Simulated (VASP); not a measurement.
Input of a VASP 6.6.1 run:

INCAR

```
PREC = Accurate
ENCUT = 600
EDIFF = 1E-6
ISMEAR = 0
SIGMA = 0.02
LREAL = F
LASPH = T
NELM = 120
ALGO = Normal
ISIF = 2
LWAVE = F
LCHARG = F
NBANDS = 28
GGA_COMPAT = F
```

The input KPOINTS:

```
regular mesh
0
Gamma
  8 8 8
```

File POSCAR:

```
SrTiO3
1.0
    3.9030659996      0.0000000000      0.0000000000
    0.0000000000      3.9030659996      0.0000000000
    0.0000000000      0.0000000000      3.7962619396
Sr Ti O
1 1 3
Direct
    0.0000000000      0.0000000000      0.0000000000
    0.5000000000      0.5000000000      0.5000000000
    0.5000000000      0.5000000000      0.0000000000
    0.5000000000      0.0000000000      0.5000000000
    0.0000000000      0.5000000000      0.5000000000
```

Potentials or basis: VASP PAW LDA potentials, release 64 (Sr_sv, Ti_sv, O).

Run with:

```sh
$ cat potpaw_LDA.64/Sr_sv/POTCAR potpaw_LDA.64/Ti_sv/POTCAR potpaw_LDA.64/O/POTCAR > POTCAR
$ mpirun -np 1 vasp_std > vasp.out
```

Question: Predict the pressure.

Answer: -0.9 GPa.

Question: What does it give for the band gap on the k mesh?

Answer: 1.75 eV, indirect (least direct gap 2.08 eV).

Stress tensor (GPa, compression positive):
```
-3.47  0.00  0.00
 0.00 -3.47  0.00
 0.00  0.00  4.25
```

A k mesh can miss the band edges.
